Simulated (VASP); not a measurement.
Wanted: the native input for a VASP 6.6.1 run.

```
Task                   : single point
Functional             : PBEsol
Potentials or basis    : VASP PAW PBE potentials, release 64 (Al, N)
Cutoff                 : 520 eV
k mesh                 : 9 × 9 × 7
Occupations            : gaussian, width 0.01 eV
Spin                   : no spin polarisation
Dipole correction      : no
Further INCAR settings : ALGO = Normal; EDIFF = 1e-06; NBANDS = 16
```

The structure of AlN (wurtzite to rock salt path) lies in POSCAR:

```
AlN
1.0
    1.7257531210     -2.7612049934      0.0000000000
    1.7257531210      2.7612049934      0.0000000000
    0.0000000000      0.0000000000      3.7966568660
Al N
2 2
Direct
   -0.0093168803      0.0093168803     -0.0039993239
    0.6471310880      0.3528689120      0.4960006761
   -0.0059873636      0.0059873636      0.4959993239
    0.6438015713      0.3561984287      0.9959993239
```

One way to write it, as run:

INCAR

```
SYSTEM = AlN
  ALGO = Normal
  EDIFF = 1E-6
  ENCUT = 520
  GGA = PS
  ISIF = 2
  ISMEAR = 0
  LASPH = .TRUE.
  LCHARG = .FALSE.
  LREAL = .FALSE.
  LWAVE = .FALSE.
  NBANDS = 16
  NELM = 100
  PREC = Accurate
  SIGMA = 0.01
```

KPOINTS

```
k-points
0
G
  9 9 7
  0 0 0
```

Potentials or basis: VASP PAW PBE potentials, release 64 (Al, N).

Command:

```console
$ cat potpaw_PBE.64/Al/POTCAR potpaw_PBE.64/N/POTCAR > POTCAR
$ mpirun -np 1 vasp_std > vasp.out
```

Results of the run:

| Property | Result |
| --- | --- |
| Pressure | 20.0 GPa |
| Band gap on the k mesh | 4.04 eV, indirect (least direct gap 4.05 eV) |

Caveat: the PAW data sets were made with another functional, which shifts forces and pressure a little.

Wall time 22 s on 1 thread of AMD EPYC 9R45 96-Core Processor (Zen 5), with other jobs on the host, peak memory 0.14 GiB.
